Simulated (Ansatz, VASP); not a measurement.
Two plane-wave programs on TaN

File INCAR:

```
SYSTEM = TaN
PREC = Accurate
ENCUT = 520
EDIFF = 1E-6
ISMEAR = 0
SIGMA = 0.15
LREAL = .FALSE.
LASPH = .TRUE.
NELM = 60
ALGO = Normal
ISIF = 2
LWAVE = .FALSE.
LCHARG = .FALSE.
GGA = PS
NBANDS = 15
```

The input KPOINTS:

```
Automatic mesh
0
G
  20 20 20
  0 0 0
```

File POSCAR:

```
TaN
1.0
   -0.2578376691      2.0664201652      2.0664201652
    2.0664201652     -0.2578376691      2.0664201652
    2.0664201652      2.0664201652     -0.2578376691
Ta N
1 1
Direct
    0.5000000000      0.5000000000      0.5000000000
    0.0000000000      0.0000000000      0.0000000000
```

Input for Ansatz:

```yaml
crystal:
  lattice:
    - [-0.2578376691, 2.0664201652, 2.0664201652]
    - [2.0664201652, -0.2578376691, 2.0664201652]
    - [2.0664201652, 2.0664201652, -0.2578376691]
  atoms:
    - { symbol: Ta, position: [0.5, 0.5, 0.5] }
    - { symbol: "N", position: [0.0, 0.0, 0.0] }
basis:
  ecutwfc: 520.0
kpoints:
  mp_grid: { grid: [20, 20, 20] }
hamiltonian:
  xc: pbesol
  pseudopotentials: { kind: paw, azcp: { folder: soft_1 } }
scf:
  occupations: { method: gaussian, width: 0.15 }
output:
  forces: true
  stress: true
  eigenvalues: true
```

Alike in both runs: task single point; functional PBEsol; k mesh 20 × 20 × 20; occupations gaussian, width 0.15 eV; no spin polarisation.

|  | VASP | Ansatz |
| --- | --- | --- |
| version | VASP 6.6.1 | Ansatz 0.2.0 |
| potentials or method | VASP PAW PBE potentials, release 64 (Ta_pv, N), cutoff 520 eV | scalar-relativistic, plane waves, PAW |
| valence electrons in the cell | 16 | 18 |

|  | VASP | Ansatz | Ansatz less VASP |
| --- | --- | --- | --- |
| gap on the k mesh at the Fermi level (eV) | none | none | - |
| pressure (GPa) | 2.0 | 0.7 | -1.24 |
| traceless stress, the component that is largest in VASP (GPa) | 10.96 | 11.08 | +0.115 |

VASP's potentials were made for PBE, not for PBEsol, and Ansatz warns of the same on its side. A gap of «none» marks a metal or a gap that the smearing closes. The functional is the same, so the differences come from potentials, cutoffs and numerics. VASP's potentials hold 16 valence electrons a cell and Ansatz's 18, so a difference there can come from the potentials and not from the codes.

Neither program's run includes spin-orbit coupling.
